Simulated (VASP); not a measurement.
Input of a VASP 6.6.1 run:

POSCAR

```
C
1.0
    2.4662605086      0.0000000000      0.0000000000
   -1.2331302543      2.1358442528      0.0000000000
    0.0000000000      0.0000000000      8.1426243982
C
4
Direct
    0.0000000000      0.0000000000      0.2500000000
    0.0000000000      0.0000000000      0.7500000000
    0.3333333333      0.6666666667      0.2500000000
    0.6666666667      0.3333333333      0.7500000000
```

The input INCAR.step1:

```
PREC = Accurate
ENCUT = 520
EDIFF = 1E-5
ISMEAR = 0
SIGMA = 0.05
LREAL = False
LASPH = True
NELM = 60
ALGO = Normal
ISIF = 2
LWAVE = True
GGA = PE
NBANDS = 16
```

The input INCAR.step2:

```
PREC = Accurate
ENCUT = 520
EDIFF = 1E-6
ISMEAR = 0
SIGMA = 0.05
LREAL = False
LASPH = True
NELM = 60
ALGO = Normal
ISIF = 2
LWAVE = False
LCHARG = True
GGA = PE
LHFCALC = True
HFSCREEN = 0.2079
PRECFOCK = Normal
LELF = True
LVHAR = True
ISTART = 1
NBANDS = 16
```

Contents of KPOINTS:

```
Automatic mesh
0
Gamma
  8 8 2
```

Potentials or basis: VASP PAW PBE potentials, release 64 (C).

The run is started by

```bash
$ cat potpaw_PBE.64/C/POTCAR > POTCAR
$ cp INCAR.step1 INCAR
$ mpirun -np 1 vasp_std > vasp.out
$ cp INCAR.step2 INCAR
$ mpirun -np 1 vasp_std > vasp.out
```

What does it give for the pressure?

-4.2 GPa.

Stress tensor (GPa, compression positive):
```
-6.34  0.00  0.00
 0.00 -6.34  0.00
 0.00  0.00 -0.06
```

Caveat: the stress differs along the axes, from -6 to -0 GPa; this functional lacks dispersion, which binds layers or chains, so the pressure and a relaxed spacing across them are unreliable; the PAW data sets were made with another functional, which shifts forces and pressure a little.
